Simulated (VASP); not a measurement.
# Al (P6_3/mmc) in VASP: single point with LDA

Aim: the single point of Al with LDA.

Everything below comes from runs of VASP 6.6.1. Logs are shortened: lines on timing, memory, paths and dates and some standing lists are left out, and cuts for length are marked.

### Step 1. The cell of the first run

It takes space group P6_3/mmc (No. 194, hexagonal). The conventional cell has a = 2.812 Å, b = 2.812 Å, c = 4.867 Å, α = 90.00°, β = 90.00°, γ = 120.00°. Within 3.7 Å of Al (site symmetry -6m2) lie 12 Al at 2.81 to 2.93 Å.

### Step 2. Single point, LDA

File INCAR:

```
SYSTEM = Al
ALGO = Normal
EDIFF = 1E-6
ENCUT = 500
GGA_COMPAT = .False.
ISIF = 2
ISMEAR = 0
LASPH = .True.
LCHARG = .False.
LREAL = .False.
LWAVE = .False.
NBANDS = 10
NELM = 120
PREC = Accurate
SIGMA = 0.1
```

File KPOINTS:

```
k-points
0
Gamma
  9 9 4
  0 0 0
```

File POSCAR:

```
Al
1.0
    2.8124553515      0.0000000000      0.0000000000
   -1.4062276757      2.4356577814      0.0000000000
    0.0000000000      0.0000000000      4.8668500000
Al
2
Direct
    0.6666666700      0.3333333300      0.7500000000
    0.3333333300      0.6666666700      0.2500000000
```

Potentials or basis: VASP PAW LDA potentials, release 64 (Al).

Launch:

```console
$ cat potpaw_LDA.64/Al/POTCAR > POTCAR
$ mpirun -np 1 vasp_std > vasp.out
```

OUTCAR:

```text
SYSTEM = Al
   EDIFF = 1E-6
   ENCUT = 500
   ISIF = 2
   ISMEAR = 0
   LASPH = .True.
   LREAL = .False.
   NELM = 120
   PREC = Accurate

 ion  position               nearest neighbor table
   1  0.667  0.333  0.750-   2 2.93   2 2.93   2 2.93   2 2.93   2 2.93   2 2.93
   2  0.333  0.667  0.250-   1 2.93   1 2.93   1 2.93   1 2.93   1 2.93   1 2.93

  LATTYP: Found a hexagonal cell.
 ALAT       =     2.8124553515
 C/A-ratio  =     1.7304630267

  Lattice vectors:

 A1 = (   2.8124553515,   0.0000000000,   0.0000000000)
 A2 = (  -1.4062276757,   2.4356577814,   0.0000000000)
 A3 = (   0.0000000000,   0.0000000000,   4.8668500000)

Analysis of symmetry for initial positions (statically):
=====================================================================
 Subroutine PRICEL returns:
 Original cell was already a primitive cell.

 Routine SETGRP: Setting up the symmetry group for a
 hexagonal supercell.

 Subroutine GETGRP returns: Found 24 space group operations
 (whereof 12 operations were pure point group operations)
 out of a pool of 24 trial point group operations.

The static configuration has the point symmetry D_3d.
 The point group associated with its full space group is D_6h.

Analysis of symmetry for dynamics (positions and initial velocities):
=====================================================================
 Subroutine PRICEL returns:
 Original cell was already a primitive cell.

 Routine SETGRP: Setting up the symmetry group for a
 hexagonal supercell.

 Subroutine GETGRP returns: Found 24 space group operations
 (whereof 12 operations were pure point group operations)
 out of a pool of 24 trial point group operations.

The dynamic configuration has the point symmetry D_3d.
 The point group associated with its full space group is D_6h.

 Subroutine INISYM returns: Found 24 space group operations
 (whereof 12 operations are pure point group operations),
 and found     1 'primitive' translations

----------------------------------------------------------------------------------------

                                     Primitive cell

  volume of cell :      33.3388

  direct lattice vectors                    reciprocal lattice vectors
     2.812455352  0.000000000  0.000000000     0.355561200  0.205283355  0.000000000
    -1.406227676  2.435657781  0.000000000     0.000000000  0.410566709  0.000000000
     0.000000000  0.000000000  4.866850000     0.000000000  0.000000000  0.205471712

  length of vectors
     2.812455352  2.812455351  4.866850000     0.410566709  0.410566709  0.205471712

  position of ions in fractional coordinates (direct lattice)
     0.666666670  0.333333330  0.750000000
     0.333333330  0.666666670  0.250000000

  ion indices of the primitive-cell ions
   primitive index   ion index
                 1           1
                 2           2

----------------------------------------------------------------------------------------

 KPOINTS: k-points

Automatic generation of k-mesh.
 Grid dimensions read from file:
 generate k-points for:    9    9    4

 Generating k-lattice:

  Cartesian coordinates                     Fractional coordinates (reciprocal lattice)
     0.039506800  0.022809262  0.000000000     0.111111111  0.000000000  0.000000000
     0.000000000  0.045618523  0.000000000     0.000000000  0.111111111  0.000000000
     0.000000000  0.000000000  0.051367928     0.000000000  0.000000000  0.250000000

  Length of vectors
     0.045618523  0.045618523  0.051367928

  Shift w.r.t. Gamma in fractional coordinates (k-lattice)
     0.000000000  0.000000000  0.000000000

 Subroutine IBZKPT returns following result:
 ===========================================

 Found     36 irreducible k-points:

 Following reciprocal coordinates:
            Coordinates               Weight
  0.000000  0.000000  0.000000      1.000000
  0.111111  0.000000  0.000000      6.000000
  0.222222  0.000000  0.000000      6.000000
  0.333333  0.000000  0.000000      6.000000
  0.444444  0.000000  0.000000      6.000000
  0.111111  0.111111  0.000000      6.000000
[... 16 lines left out ...]
  0.333333  0.222222  0.250000     24.000000
  0.333333  0.333333  0.250000      4.000000
 [... further k-points ...]
   k-points           NKPTS =     36   k-points in BZ     NKDIM =     36   number of bands    NBANDS=     10
   number of dos      NEDOS =    301   number of ions     NIONS =      2
   total plane-waves  NPLWV =  20736
   dimension x,y,z NGX =    24 NGY =   24 NGZ =   36
   dimension x,y,z NGXF=    48 NGYF=   48 NGZF=   72
   ions per type =               2
   NGX,Y,Z   is equivalent  to a cutoff of  14.19, 14.19, 12.30 a.u.
   NGXF,Y,Z  is equivalent  to a cutoff of  28.37, 28.37, 24.59 a.u.
 SYSTEM =  Al
   PREC   = accura    normal or accurate (medium, high low for compatibility)
   ISTART =      0    job   : 0-new  1-cont  2-samecut
   ICHARG =      2    charge: 1-file 2-atom 10-const
   ISPIN  =      1    spin polarized calculation?
   LNONCOLLINEAR =      F non collinear calculations
   LSORBIT =      F    spin-orbit coupling
   LASPH  =      T    aspherical Exc in radial PAW
   ENCUT  =  500.0 eV  36.75 Ry    6.06 a.u.   5.13  5.13  8.87*2*pi/ulx,y,z
   NELM   =    120;   NELMIN=  2; NELMDL= -5     # of ELM steps
   EDIFF  = 0.1E-05   stopping-criterion for ELM
   LREAL  =      F    real-space projection
   EDIFFG = 0.1E-04   stopping-criterion for IOM
   NSW    =      0    number of steps for IOM
   IBRION =     -1    ionic relax: 0-MD 1-quasi-New 2-CG
   NFREE  =      0    steps in history (QN), initial steepest desc. (CG)
   ISIF   =      2    stress and relaxation
   ISYM   =      2    0-nonsym 1-usesym 2-fastsym
   POTIM  = 0.5000    time-step for ionic-motion
   TEBEG  =    0.0;   TEEND  =   0.0 temperature during run
   PSTRESS=    0.0 pullay stress
   NELECT =       6.0000    total number of electrons
   NUPDOWN=      -1.0000    fix difference up-down
   EMIN   =  10.00;   EMAX   =-10.00  energy-range for DOS
   EFERMI =   0.00;   METHOD = LEGACY
   ISMEAR =     0;   SIGMA  =   0.10  broadening in eV -4-tet -1-fermi 0-gaus
   EFERMI_NEDOS =   21; number of points for ismear=-14 and -15
   IALGO  =     38    algorithm
   IMIX   =      4    mixing-type and parameters
     AMIX     =   0.40;   BMIX     =  1.00
     AMIX_MAG =   1.60;   BMIX_MAG =  1.00
  volume/ion in A,a.u.               =      16.67       112.49
  Fermi-wavevector in a.u.,A,eV,Ry     =   0.924291  1.746656 11.623640  0.854313
  Thomas-Fermi vector in A             =   2.050021
   LORBIT       =      0    0 simple, 1 ext, 2 COOP (PROOUT), +10 PAW based schemes
   GGA     = CA    functional components
   LHFCALC =     F    Hartree Fock is set to
   AEXX    =    0.0000 exact exchange contribution
   IVDW    =     0    specifies the selected vdW correction
   LEPSILON=     F    determine dielectric tensor
   LRPA    =     F    only Hartree local field effects (RPA)
 non-spin polarized calculation
 Gauss-broadening in eV      SIGMA  =   0.10
  energy-cutoff  :      500.00
  volume of cell :       33.34
 maximum number of plane-waves:       858
 NGX is ok and might be reduce to    24
   NGX = 11   NGY = 11   NGZ = 17

 number of electron       6.0000000 magnetization

 Free energy of the ion-electron system (eV)
  ---------------------------------------------------
  ext. energy  EPLUGINS =         0.00000000
  ---------------------------------------------------
  free energy    TOTEN  =        -8.29435902 eV

  energy without entropy =       -8.29173266  energy(sigma->0) =       -8.29304584

 E-fermi :   7.6323     XC(G=0): -10.3045

 val. band max:        7.6150989607   @ k =   0.3333   0.0000   0.2500
 cond. band min:       7.8017232295   @ k =   0.3333   0.2222   0.2500
 fundamental gap:      0.1866242688
 Fermi energy:         7.6322502945

 k-point     1 :       0.0000    0.0000    0.0000
  band No.  band energies     occupation
      1      -3.3487      2.00000
      2       2.6058      2.00000
      3       2.9026      2.00000
      4      18.8127      0.00000
      5      18.9902      0.00000
      6      18.9902      0.00000
      7      19.2884      0.00000
      8      19.2884      0.00000
      9      19.8980      0.00000
     10      22.3283      0.00000

 k-point     2 :       0.1111    0.0000    0.0000
  band No.  band energies     occupation
      1      -3.0417      2.00000
      2       2.9067      2.00000
      3       3.1892      2.00000
      4      15.2141      0.00000
      5      17.0449      0.00000
      6      18.1510      0.00000
      7      19.5267      0.00000
      8      19.9433      0.00000
      9      21.0175      0.00000
     10      21.3290      0.00000

 k-point     3 :       0.2222    0.0000    0.0000
  band No.  band energies     occupation
      1      -2.1248      2.00000
      2       3.7969      2.00000
      3       4.0487      2.00000
      4      11.1196      0.00000
      5      15.4847      0.00000
      6      16.0107      0.00000
      7      16.9227      0.00000
      8      17.3152      0.00000
      9      20.2738      0.00000
     10      20.7671      0.00000

 k-point     4 :       0.3333    0.0000    0.0000
  band No.  band energies     occupation
      1      -0.6106      2.00000
      2       5.1872      2.00000
      3       5.4788      2.00000
      4       7.5092      1.91822
      5      12.8734      0.00000
      6      13.2829      0.00000
      7      14.4475      0.00000
      8      16.0766      0.00000
      9      19.3583      0.00000
     10      20.2071      0.00000
[... 222 lines left out ...]
 k-point    22 :       0.2222    0.2222    0.2500
  band No.  band energies     occupation
      1       0.6685      2.00000
      2       3.6489      2.00000
      3       8.3994      0.00000
      4       8.5331      0.00000
      5       9.5999      0.00000
      6      11.5416      0.00000
      7      11.8843      0.00000
      8      16.7548      0.00000
      9      17.4790      0.00000
     10      18.7024      0.00000

 k-point    23 :       0.3333    0.2222    0.2500
  band No.  band energies     occupation
      1       2.7344      2.00000
      2       5.1387      2.00000
      3       5.9307      2.00000
      4       7.8017      0.01654
      5       8.5707      0.00000
      6      10.7134      0.00000
      7      12.0460      0.00000
      8      14.3137      0.00000
      9      16.6960      0.00000
     10      20.2672      0.00000

 k-point    24 :       0.3333    0.3333    0.2500
  band No.  band energies     occupation
      1       4.9592      2.00000
      2       4.9592      2.00000
      3       5.1678      2.00000
      4       7.9913      0.00000
      5       8.2085      0.00000
      6       8.2085      0.00000
      7      13.9226      0.00000
      8      13.9226      0.00000
      9      14.2400      0.00000
     10      22.2194      0.00000

 [... further k-points ...]
[... 5 lines left out ...]
  --------------------------------------------------------------------------------------
  -------------------------------------------------------------------------------------
  Total       -0.5569086     -0.5569086     -0.5034249     -0.0000000     -0.0000000      0.0000000
  in kB      -26.7636071    -26.7636071    -24.1933180     -0.0000000     -0.0000000      0.0000000
  external PRESSURE =     -25.9068441 kB  Pullay stress =       0.0000000 kB

 VOLUME and BASIS-vectors are now :
 -----------------------------------------------------------------------------
  energy-cutoff  :      500.00
  volume of cell :       33.34
      direct lattice vectors                 reciprocal lattice vectors
     2.812455352  0.000000000  0.000000000     0.355561200  0.205283355  0.000000000
    -1.406227676  2.435657781  0.000000000     0.000000000  0.410566709  0.000000000
     0.000000000  0.000000000  4.866850000     0.000000000  0.000000000  0.205471712

 POSITION                                       TOTAL-FORCE (eV/Angst)
 -----------------------------------------------------------------------------------
      1.40623      0.81189      3.65014         0.000000      0.000000      0.000000
     -0.00000      1.62377      1.21671        -0.000000     -0.000000      0.000000
 -----------------------------------------------------------------------------------
    total drift:                                0.000000     -0.000000      0.000000

  FREE ENERGIE OF THE ION-ELECTRON SYSTEM (eV)
  ---------------------------------------------------
  free  energy   TOTEN  =        -8.2943590204 eV

  energy  without entropy=       -8.2917326614  energy(sigma->0) =       -8.29304584
```

Run time: 3.5 s. Hardware: 1 thread of Intel Xeon 6975P-C (Granite Rapids), shared host; peak memory 0.13 GiB.

What came out:

* Free energy: -8.2944 eV
* Pressure: -2.6 GPa
* Band gap on the k mesh: zero (band 3 reaches 10.99 eV, above the bottom of band 4 at 4.81 eV)

Stress tensor (GPa, compression positive):
```
-2.68  0.00  0.00
 0.00 -2.68  0.00
 0.00  0.00 -2.42
```
